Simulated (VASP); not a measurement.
# Ni: single point with LDA

Crystal: Ni.

```
Ni
1.0
     2.38356    0.00000    0.00000
    -1.19178    2.06422    0.00000
     0.00000    0.00000    3.91946
Ni
2
Direct
  0.33333 0.66667 0.25000
  0.66667 0.33333 0.75000
```

This isn't the form of Ni at room conditions, which is fcc.

```
Program                : VASP 6.6.1
Task                   : single point
Functional             : LDA
Potentials or basis    : VASP PAW LDA potentials, release 64 (Ni)
Cutoff                 : 520 eV
k mesh                 : 17 × 17 × 9
Occupations            : fermi-dirac, width 0.1 eV
Spin                   : no spin polarisation
Dipole correction      : no
Further INCAR settings : ALGO = Normal; EDIFF = 1e-06; NBANDS = 17
```

| Quantity | Value |
| --- | --- |
| Pressure | 11.1 GPa |
| Band gap on the k mesh | zero (bands 10 and 11 overlap by 0.57 eV) |

Levels at points of the mesh, in eV from the Fermi level:
```
           k point  band 6  band 7  band 8  band 9  band 10  band 11  band 12  band 13  band 14  band 15
(0.00, 0.00, 0.00)   -1.85   -1.85   -1.34   -1.34    -0.44    -0.19    -0.19     6.83    23.86    26.81
```

It took 69 s on 1 thread of Intel Xeon 8259CL, with other jobs on the host, peak memory 0.15 GiB.

Caveat: the cell stands under pressure; the run has no spin polarisation, though such a crystal can be magnetic. Spin polarisation is off, so any magnetic state and its effect on volume and gap are missing.
